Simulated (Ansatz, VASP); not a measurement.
# Two plane-wave programs on Co

```xyz
2
Lattice="2.3908 0.0000 0.0000 -1.1954 2.0705 0.0000 0.0000 0.0000 3.8640" Properties=species:S:1:pos:R:3 pbc="T T T"
Co    0.0000    1.3804    0.9660
Co    1.1954    0.6902    2.8980
```

Change from the starting cell: volume scaled by 0.88, PAW files.

Alike in both runs: task single point; functional PBE; k mesh 17 × 17 × 10; occupations fermi-dirac, width 0.05 eV; collinear spin.

```csv
,VASP,Ansatz
version,VASP 6.6.1,Ansatz 0.2.0
potentials or method,"VASP PAW PBE potentials, release 64 (Co)","PAW with Ansatz's default frozen-core files, scalar-relativistic"
plane-wave cutoff (eV),520,420
valence electrons in the cell,18,34
```

|  | VASP | Ansatz | Ansatz less VASP |
| --- | --- | --- | --- |
| pressure (GPa) | 35.0 | 36.6 | +1.57 |
| net moment per atom (μB) | 1.50 | 1.51 | +0.004 |
| size of the moment on the site where the two differ most (μB) | 1.50 | 1.57 | +0.070 |

Site moments also hang on the region over which each program counts them. Both programs put the cell under a high pressure, so it lies far from rest at this level. With one functional, cell and mesh, what is left measures potentials, basis and numerics. VASP's potentials hold 18 valence electrons a cell and Ansatz's 34, so a difference there can come from the potentials and not from the codes.
